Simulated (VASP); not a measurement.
# BeS (F-43m) in VASP: a series of runs, part 2 of 2

VASP 6.6.1.

## Step 3: Single point, PBE0

This run uses another cell than the first one, of 13.98 Å³/atom, 1.021 times its volume.

File POSCAR:

```
BeS
1.0
    0.0000000000      2.4087243418      2.4087243418
    2.4087243418      0.0000000000      2.4087243418
    2.4087243418      2.4087243418      0.0000000000
S Be
1 1
Direct
    0.7500000000      0.7500000000      0.7500000000
    0.0000000000      0.0000000000      0.0000000000
```

File INCAR.step1:

```
PREC = Accurate ; ENCUT = 520
EDIFF = 1E-5 ; ISMEAR = -1
SIGMA = 0.05 ; LREAL = F
LASPH = T ; NELM = 100
ALGO = Normal ; ISIF = 2
LWAVE = T ; LCHARG = F
GGA = PE ; NBANDS = 11
```

File INCAR.step2:

```
PREC = Accurate ; ENCUT = 520
EDIFF = 1E-7 ; ISMEAR = -1
SIGMA = 0.05 ; LREAL = F
LASPH = T ; NELM = 100
ALGO = Normal ; ISIF = 2
LWAVE = F ; LCHARG = F
GGA = PE ; LHFCALC = T
AEXX = 0.25 ; PRECFOCK = Normal
ISTART = 1 ; NBANDS = 11
```

File KPOINTS:

```
Automatic mesh
0
Gamma
  6 6 6
```

Potentials or basis: VASP PAW PBE potentials, release 64 (S, Be).

The run is started by

```sh
$ cat potpaw_PBE.64/S/POTCAR potpaw_PBE.64/Be/POTCAR > POTCAR
$ cp INCAR.step1 INCAR
$ mpirun -np 1 vasp_std > vasp.out
$ cp INCAR.step2 INCAR
$ mpirun -np 1 vasp_std > vasp.out
```

OUTCAR:

```text
PREC = Accurate
   ENCUT = 520
   EDIFF = 1E-7
   ISMEAR = -1
   LREAL = F
   LASPH = T
   NELM = 100
   ISIF = 2
   GGA = PE
   LHFCALC = T
   AEXX = 0.25
   PRECFOCK = Normal
   ISTART = 1

 ion  position               nearest neighbor table
   1  0.750  0.750  0.750-   2 2.09   2 2.09   2 2.09   2 2.09
   2  0.000  0.000  0.000-   1 2.09   1 2.09   1 2.09   1 2.09

  LATTYP: Found a face centered cubic cell.
 ALAT       =     4.8174486836

[... 408 lines left out ...]
     11      23.0909      0.00000

------------------------ aborting loop because EDIFF is reached ----------------------------------------

  FORCE on cell =-STRESS in cart. coord.  units (eV):
  Direction    XX          YY          ZZ          XY          YZ          ZX
  --------------------------------------------------------------------------------------
  -------------------------------------------------------------------------------------
  Total        0.3718529      0.3718529      0.3718529      0.0000000     -0.0000000      0.0000000
  in kB       21.3152521     21.3152521     21.3152521      0.0000000     -0.0000000      0.0000000
  external PRESSURE =      21.3152521 kB  Pullay stress =       0.0000000 kB

 VOLUME and BASIS-vectors are now :
 -----------------------------------------------------------------------------
  energy-cutoff  :      520.00
  volume of cell :       27.95
      direct lattice vectors                 reciprocal lattice vectors
     0.000000000  2.408724342  2.408724342    -0.207578755  0.207578755  0.207578755
     2.408724342  0.000000000  2.408724342     0.207578755 -0.207578755  0.207578755
     2.408724342  2.408724342  0.000000000     0.207578755  0.207578755 -0.207578755

 POSITION                                       TOTAL-FORCE (eV/Angst)
 -----------------------------------------------------------------------------------
      3.61309      3.61309      3.61309         0.000000      0.000000      0.000000
      0.00000      0.00000      0.00000        -0.000000     -0.000000     -0.000000
 -----------------------------------------------------------------------------------
    total drift:                                0.000000     -0.000000     -0.000000

  FREE ENERGIE OF THE ION-ELECTRON SYSTEM (eV)
  ---------------------------------------------------
  free  energy   TOTEN  =       -11.9898871200 eV

  energy  without entropy=      -11.9898871199  energy(sigma->0) =      -11.98988712
```

It took 13 min on 1 thread of Intel Xeon Platinum 8259CL at 2.50GHz (Skylake/Cascade Lake), shared host; peak memory 0.16 GiB.

What came out:

| Quantity | Value |
| --- | --- |
| Free energy | -11.9899 eV |
| Pressure | 2.1 GPa |
| Band gap on the k mesh | 4.73 eV, indirect (least direct gap 7.61 eV) |

Levels at points of the mesh, in eV from the valence-band top:
| k point | band 1 | band 2 | band 3 | band 4 | band 5 | band 6 | band 7 | band 8 |
| --- | --- | --- | --- | --- | --- | --- | --- | --- |
| (0.00, 0.00, 0.00) | -15.29 | 0.00 | 0.00 | 0.00 | 7.61 | 7.61 | 7.61 | 7.97 |
| (0.50, 0.00, 0.00) | -13.45 | -6.56 | -1.16 | -1.16 | 7.43 | 8.52 | 8.52 | 13.39 |
| (0.50, 0.50, 0.00) | -12.82 | -5.71 | -2.98 | -2.98 | 4.73 | 6.69 | 15.48 | 15.48 |

Caveat: the PAW data sets were made with another functional, which shifts forces and pressure a little.

## Step 4: Single point, PBE0

This run uses another cell than the first one, of 14.26 Å³/atom, 1.042 times its volume.

File POSCAR:

```
BeS
1.0
    0.0000000000      2.4250000000      2.4250000000
    2.4250000000      0.0000000000      2.4250000000
    2.4250000000      2.4250000000      0.0000000000
S Be
1 1
Direct
    0.7500000000      0.7500000000      0.7500000000
    0.0000000000      0.0000000000      0.0000000000
```

File INCAR.step1:

```
SYSTEM = BeS
PREC = Accurate
ENCUT = 520
EDIFF = 1E-5
ISMEAR = -1
SIGMA = 0.05
LREAL = .False.
LASPH = .True.
NELM = 80
ALGO = Normal
ISIF = 2
LWAVE = .True.
GGA = PE
NBANDS = 11
```

File INCAR.step2:

```
SYSTEM = BeS
PREC = Accurate
ENCUT = 520
EDIFF = 1E-6
ISMEAR = -1
SIGMA = 0.05
LREAL = .False.
LASPH = .True.
NELM = 80
ALGO = Normal
ISIF = 2
LWAVE = .False.
LCHARG = .True.
GGA = PE
LHFCALC = .True.
AEXX = 0.25
PRECFOCK = Normal
LELF = .True.
LVHAR = .True.
ISTART = 1
NBANDS = 11
```

File KPOINTS:

```
Automatic mesh
0
Gamma
  6 6 6
  0 0 0
```

The run is started by

```sh
$ cat potpaw_PBE.64/S/POTCAR potpaw_PBE.64/Be/POTCAR > POTCAR
$ cp INCAR.step1 INCAR
$ mpirun -np 1 vasp_std > vasp.out
$ cp INCAR.step2 INCAR
$ mpirun -np 1 vasp_std > vasp.out
```

It took 9.5 min on 1 thread of Intel Xeon Platinum 8259CL at 2.50GHz (Skylake/Cascade Lake), shared host; peak memory 0.16 GiB.

It converged, with:

```
Free energy            : -11.9938 eV
Pressure               : 0.0 GPa
Band gap on the k mesh : 4.78 eV, indirect (least direct gap 7.62 eV)
```

Levels at points of the mesh, in eV from the valence-band top:
| k point | band 1 | band 2 | band 3 | band 4 | band 5 | band 6 | band 7 | band 8 |
| --- | --- | --- | --- | --- | --- | --- | --- | --- |
| (0.00, 0.00, 0.00) | -15.14 | 0.00 | 0.00 | 0.00 | 7.62 | 7.62 | 7.62 | 7.79 |
| (0.50, 0.00, 0.00) | -13.36 | -6.42 | -1.13 | -1.13 | 7.35 | 8.53 | 8.53 | 13.30 |
| (0.50, 0.50, 0.00) | -12.75 | -5.59 | -2.90 | -2.90 | 4.78 | 6.71 | 15.30 | 15.30 |

Caveat: the PAW data sets were made with another functional, which shifts forces and pressure a little. A k mesh can miss the band edges.

## Step 5: Overview

```tsv
cell	gap on the mesh (eV)	pressure (GPa)
a = 3.383 Å, angles 60.0°, 2 atoms	4.68	4.4
a = 3.406 Å, angles 60.0°, 2 atoms	4.73	2.1
a = 3.429 Å, angles 60.0°, 2 atoms	4.78	0.0
```

Alike in all rows: task single point; level PBE0; potentials or basis VASP PAW PBE potentials, release 64 (S, Be); no spin polarisation; k mesh 6 × 6 × 6; cutoff (eV) 520; smearing fermi-dirac 0.05 eV.

Caveats: the PAW data sets were made with another functional, which shifts forces and pressure a little.

Absolute energies hang on the potentials; compare differences alone.
